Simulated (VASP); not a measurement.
# Ta (Im-3m) in VASP: relaxation of cell and atoms with LDA

Aim: the relaxation of cell and atoms of Ta with LDA.

Everything below comes from runs of VASP 6.6.1. Logs are shortened: lines on timing, memory, paths and dates and some standing lists are left out, and cuts for length are marked.

**1. The cell of the first run**

The structure is cubic, space group Im-3m (No. 229). Conventional cell: a = 3.310 Å, b = 3.310 Å, c = 3.310 Å, α = 90.00°, β = 90.00°, γ = 90.00°. Ta (site symmetry m-3m) has 14 Ta at 2.87 to 3.31 Å within 3.8 Å.

**2. Relaxation of cell and atoms, LDA**

The input, INCAR:

```
PREC = Accurate
ENCUT = 500
EDIFF = 1E-7
ISMEAR = 0
SIGMA = 0.1
LREAL = False
LASPH = True
NELM = 120
ALGO = Normal
ISIF = 3
LWAVE = False
LCHARG = False
IBRION = 2
NSW = 80
EDIFFG = -0.005
GGA_COMPAT = False
NELMIN = 4
```

The input, KPOINTS:

```
regular mesh
0
Gamma
  16 16 16
```

The input, POSCAR:

```
Ta
1.0
   -1.6550000000      1.6550000000      1.6550000000
    1.6550000000     -1.6550000000      1.6550000000
    1.6550000000      1.6550000000     -1.6550000000
Ta
1
Direct
    0.0000000000      0.0000000000      0.0000000000
```

Potentials or basis: VASP PAW LDA potentials, release 64 (Ta_sv_GW).

On the command line:

```
$ cat potpaw_LDA.64/Ta_sv_GW/POTCAR > POTCAR
$ mpirun -np 1 vasp_std > vasp.out
```

OUTCAR:

```text
PREC = Accurate
   ENCUT = 500
   EDIFF = 1E-7
   ISMEAR = 0
   LREAL = False
   LASPH = True
   NELM = 120
   ISIF = 3
   IBRION = 2
   NSW = 80
   EDIFFG = -0.005
   NELMIN = 4

 ion  position               nearest neighbor table
   1  0.000  0.000  0.000-

  LATTYP: Found a body centered cubic cell.
 ALAT       =     3.3100000000

  Lattice vectors:

 A1 = (  -1.6550000000,   1.6550000000,   1.6550000000)
 A2 = (   1.6550000000,  -1.6550000000,   1.6550000000)
 A3 = (   1.6550000000,   1.6550000000,  -1.6550000000)

Analysis of symmetry for initial positions (statically):
=====================================================================
 Subroutine PRICEL returns:
 Original cell was already a primitive cell.

 Routine SETGRP: Setting up the symmetry group for a
 body centered cubic supercell.

 Subroutine GETGRP returns: Found 48 space group operations
 (whereof 48 operations were pure point group operations)
 out of a pool of 48 trial point group operations.

The static configuration has the point symmetry O_h .

Analysis of symmetry for dynamics (positions and initial velocities):
=====================================================================
 Subroutine PRICEL returns:
 Original cell was already a primitive cell.

 Routine SETGRP: Setting up the symmetry group for a
 body centered cubic supercell.

 Subroutine GETGRP returns: Found 48 space group operations
 (whereof 48 operations were pure point group operations)
 out of a pool of 48 trial point group operations.

The dynamic configuration has the point symmetry O_h .

 Subroutine INISYM returns: Found 48 space group operations
 (whereof 48 operations are pure point group operations),
 and found     1 'primitive' translations

----------------------------------------------------------------------------------------

                                     Primitive cell

  volume of cell :      18.1323

  direct lattice vectors                    reciprocal lattice vectors
    -1.655000000  1.655000000  1.655000000     0.000000000  0.302114804  0.302114804
     1.655000000 -1.655000000  1.655000000     0.302114804  0.000000000  0.302114804
     1.655000000  1.655000000 -1.655000000     0.302114804  0.302114804  0.000000000

  length of vectors
     2.866544087  2.866544087  2.866544087     0.427254853  0.427254853  0.427254853

  position of ions in fractional coordinates (direct lattice)
     0.000000000  0.000000000  0.000000000

  ion indices of the primitive-cell ions
   primitive index   ion index
                 1           1

----------------------------------------------------------------------------------------

 KPOINTS: regular mesh

Automatic generation of k-mesh.
 Grid dimensions read from file:
 generate k-points for:   16   16   16

 Generating k-lattice:

  Cartesian coordinates                     Fractional coordinates (reciprocal lattice)
     0.000000000  0.018882175  0.018882175     0.062500000  0.000000000  0.000000000
     0.018882175  0.000000000  0.018882175     0.000000000  0.062500000  0.000000000
     0.018882175  0.018882175  0.000000000     0.000000000  0.000000000  0.062500000

  Length of vectors
     0.026703428  0.026703428  0.026703428

  Shift w.r.t. Gamma in fractional coordinates (k-lattice)
     0.000000000  0.000000000  0.000000000

 Subroutine IBZKPT returns following result:
 ===========================================

 Found    145 irreducible k-points:

 Following reciprocal coordinates:
            Coordinates               Weight
  0.000000  0.000000  0.000000      1.000000
  0.062500  0.000000  0.000000     12.000000
  0.125000  0.000000  0.000000     12.000000
  0.187500  0.000000  0.000000     12.000000
  0.250000  0.000000  0.000000     12.000000
  0.312500  0.000000  0.000000     12.000000
[... 16 lines left out ...]
  0.187500  0.187500  0.000000     24.000000
  0.250000  0.187500  0.000000     48.000000
 [... further k-points ...]
   k-points           NKPTS =    145   k-points in BZ     NKDIM =    145   number of bands    NBANDS=     10
   number of dos      NEDOS =    301   number of ions     NIONS =      1
   total plane-waves  NPLWV =  13824
   dimension x,y,z NGX =    24 NGY =   24 NGZ =   24
   dimension x,y,z NGXF=    48 NGYF=   48 NGZF=   48
   ions per type =               1
   NGX,Y,Z   is equivalent  to a cutoff of  13.92, 13.92, 13.92 a.u.
   NGXF,Y,Z  is equivalent  to a cutoff of  27.84, 27.84, 27.84 a.u.
 SYSTEM =  unknown system
   PREC   = accura    normal or accurate (medium, high low for compatibility)
   ISTART =      0    job   : 0-new  1-cont  2-samecut
   ICHARG =      2    charge: 1-file 2-atom 10-const
   ISPIN  =      1    spin polarized calculation?
   LNONCOLLINEAR =      F non collinear calculations
   LSORBIT =      F    spin-orbit coupling
   LASPH  =      T    aspherical Exc in radial PAW
   ENCUT  =  500.0 eV  36.75 Ry    6.06 a.u.   5.23  5.23  5.23*2*pi/ulx,y,z
   NELM   =    120;   NELMIN=  4; NELMDL= -5     # of ELM steps
   EDIFF  = 0.1E-06   stopping-criterion for ELM
   LREAL  =      F    real-space projection
   EDIFFG = -.5E-02   stopping-criterion for IOM
   NSW    =     80    number of steps for IOM
   IBRION =      2    ionic relax: 0-MD 1-quasi-New 2-CG
   NFREE  =      1    steps in history (QN), initial steepest desc. (CG)
   ISIF   =      3    stress and relaxation
   ISYM   =      2    0-nonsym 1-usesym 2-fastsym
   POTIM  = 0.5000    time-step for ionic-motion
   TEBEG  =    0.0;   TEEND  =   0.0 temperature during run
   PSTRESS=    0.0 pullay stress
   NELECT =      13.0000    total number of electrons
   NUPDOWN=      -1.0000    fix difference up-down
   EMIN   =  10.00;   EMAX   =-10.00  energy-range for DOS
   EFERMI =   0.00;   METHOD = LEGACY
   ISMEAR =     0;   SIGMA  =   0.10  broadening in eV -4-tet -1-fermi 0-gaus
   EFERMI_NEDOS =   21; number of points for ismear=-14 and -15
   IALGO  =     38    algorithm
   IMIX   =      4    mixing-type and parameters
     AMIX     =   0.40;   BMIX     =  1.00
     AMIX_MAG =   1.60;   BMIX_MAG =  1.00
  volume/ion in A,a.u.               =      18.13       122.36
  Fermi-wavevector in a.u.,A,eV,Ry     =   1.465226  2.768876 29.210175  2.146887
  Thomas-Fermi vector in A             =   2.581108
   LORBIT       =      0    0 simple, 1 ext, 2 COOP (PROOUT), +10 PAW based schemes
   GGA     = CA    functional components
   LHFCALC =     F    Hartree Fock is set to
   AEXX    =    0.0000 exact exchange contribution
   IVDW    =     0    specifies the selected vdW correction
   LEPSILON=     F    determine dielectric tensor
   LRPA    =     F    only Hartree local field effects (RPA)
 conjugate gradient relaxation of ions
 non-spin polarized calculation
 Gauss-broadening in eV      SIGMA  =   0.10
  energy-cutoff  :      500.00
  volume of cell :       18.13
 maximum number of plane-waves:       474
 NGX is ok and might be reduce to    24
   NGX = 11   NGY = 11   NGZ = 11

--------------------------------------- Ionic step        1  -------------------------------------------

 number of electron      12.9999998 magnetization

 Free energy of the ion-electron system (eV)
  ---------------------------------------------------
  ext. energy  EPLUGINS =         0.00000000
  ---------------------------------------------------
  free energy    TOTEN  =       -15.28690130 eV

  energy without entropy =      -15.27840896  energy(sigma->0) =      -15.28265513

------------------------ aborting loop because EDIFF is reached ----------------------------------------

  FORCE on cell =-STRESS in cart. coord.  units (eV):
  Direction    XX          YY          ZZ          XY          YZ          ZX
  --------------------------------------------------------------------------------------
  -------------------------------------------------------------------------------------
  Total       -1.2130627     -1.2130627     -1.2130627      0.0000000     -0.0000000      0.0000000
  in kB     -107.1864366   -107.1864366   -107.1864366      0.0000000     -0.0000000      0.0000000
  external PRESSURE =    -107.1864366 kB  Pullay stress =       0.0000000 kB
[... 195 lines left out ...]
  energy  without entropy=      -15.3128036352  energy(sigma->0) =      -15.31654167

--------------------------------------- Ionic step        7  -------------------------------------------

 number of electron      13.0000001 magnetization

 Free energy of the ion-electron system (eV)
  ---------------------------------------------------
  ext. energy  EPLUGINS =         0.00000000
  ---------------------------------------------------
  free energy    TOTEN  =       -15.32030437 eV

  energy without entropy =      -15.31286487  energy(sigma->0) =      -15.31658462

 E-fermi :  10.8346     XC(G=0): -13.5311

 val. band max:       10.8082677234   @ k =  -0.4375   0.4375   0.1875
 cond. band min:      10.8371951560   @ k =  -0.4375   0.4375   0.1250
 fundamental gap:      0.0289274326
 Fermi energy:        10.8346259854

 k-point     1 :       0.0000    0.0000    0.0000
  band No.  band energies     occupation
      1     -55.8378      2.00000
      2     -21.8820      2.00000
      3     -21.8820      2.00000
      4     -21.8820      2.00000
      5       2.8317      2.00000
      6      11.5047      0.00000
      7      11.5047      0.00000
      8      11.5047      0.00000
      9      14.9305      0.00000
     10      14.9305      0.00000
[... 287 lines left out ...]
 k-point    24 :       0.2500    0.1875    0.0000
  band No.  band energies     occupation
      1     -55.7083      2.00000
      2     -22.9792      2.00000
      3     -22.3367      2.00000
      4     -22.0033      2.00000
      5       7.1159      2.00000
      6       9.4722      2.00000
      7      10.2344      2.00000
      8      14.2564      0.00000
      9      15.8631      0.00000
     10      17.9452      0.00000

 [... further k-points ...]
[... 5 lines left out ...]
  --------------------------------------------------------------------------------------
  -------------------------------------------------------------------------------------
  Total       -0.0001071     -0.0001071     -0.0001071      0.0000000      0.0000000      0.0000000
  in kB       -0.0099929     -0.0099929     -0.0099929      0.0000000      0.0000000      0.0000000
  external PRESSURE =      -0.0099929 kB  Pullay stress =       0.0000000 kB
[... 16 lines left out ...]
  FREE ENERGIE OF THE ION-ELECTRON SYSTEM (eV)
  ---------------------------------------------------
  free  energy   TOTEN  =       -15.3203043655 eV

  energy  without entropy=      -15.3128648743  energy(sigma->0) =      -15.31658462

 reached required accuracy - stopping structural energy minimisation
```

Run time: 91 s. Hardware: 1 thread of Intel Xeon Platinum 8488C (Sapphire Rapids), shared host; peak memory 0.16 GiB.

What came out:

```yaml
Free_energy: -15.3203 eV
Relaxed_volume: 17.18 Å³/atom
Relaxed_cell: a = 2.815 Å, b = 2.815 Å, c = 2.815 Å, α = 109.47°, β = 109.47°, γ = 109.47°
Space_group_after_relaxing_to_0.05_Å: Im-3m (No. 229)
Energy_gained_by_relaxing: 33.4 meV/atom
Ionic_steps: 7
Pressure_after_relaxing: 0.0 GPa
```

Step by step:
| step | energy change (eV) | largest force (eV/Å) | pressure (GPa) | volume (Å³) |
| --- | --- | --- | --- | --- |
| 1 | 0.0000 | 0.0000 | -10.72 | 18.13 |
| 2 | 0.1698 | 0.0000 | 35.20 | 15.13 |
| 3 | -0.0333 | 0.0000 | -0.55 | 17.22 |
| 4 | -0.0334 | 0.0000 | -0.07 | 17.18 |
| 5 | -0.0334 | 0.0000 | 0.17 | 17.16 |
| 6 | -0.0334 | 0.0000 | -0.32 | 17.20 |
| 7 | -0.0334 | 0.0000 | 0.00 | 17.18 |

Final structure:
```
CELL_PARAMETERS angstrom
-1.62538 1.62538 1.62538
1.62538 -1.62538 1.62538
1.62538 1.62538 -1.62538
ATOMIC_POSITIONS crystal
Ta 0.00000 0.00000 0.00000
```

Levels at points of the mesh, in eV from the Fermi level:
| k point | band 3 | band 4 | band 5 | band 6 | band 7 | band 8 | band 9 | band 10 |
| --- | --- | --- | --- | --- | --- | --- | --- | --- |
| (0.00, 0.00, 0.00) | -32.72 | -32.72 | -8.00 | 0.67 | 0.67 | 0.67 | 4.10 | 4.10 |
| (0.50, 0.00, 0.00) | -33.16 | -32.73 | -4.58 | -1.72 | 1.99 | 4.01 | 5.08 | 8.23 |
| (0.50, 0.50, 0.50) | -33.68 | -33.68 | -4.10 | -4.10 | 7.18 | 7.18 | 7.18 | 9.15 |

Caveat: spin-orbit coupling is left out, which moves the levels of the heavy elements.
